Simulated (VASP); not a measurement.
The system is MoS2, a slab with vacuum.

```
Mo S
1.0
     3.22603    0.00000    0.00000
    -1.61301    2.79382    0.00000
     0.00000    0.00000   17.56271
Mo S
1 2
Direct
  0.00000 0.00000 0.00000
  0.33333 0.66667 0.91051
  0.33333 0.66667 0.08949
```

Base run:

```yaml
Program: VASP 6.6.1
Functional: PBEsol
Potentials_or_basis: VASP PAW PBE potentials, release 64 (Mo_sv, S)
Cutoff: 520 eV
k_mesh: 10 × 10 × 2
Occupations: fermi-dirac, width 0.05 eV
Spin: no spin polarisation
```

Its results: band gap on the k mesh 1.64 eV, indirect (least direct gap 1.83 eV); largest force 0.752 eV/Å.

Problem. The run is repeated on the same cell with these changes: functional from PBEsol to r2SCAN. What comes out?

Solution. Band gap on the k mesh 1.72 eV, indirect (least direct gap 1.93 eV); largest force 0.607 eV/Å.

Caveats: the PAW data sets were made with another functional, which shifts forces and pressure a little.

A k mesh can miss the band edges.
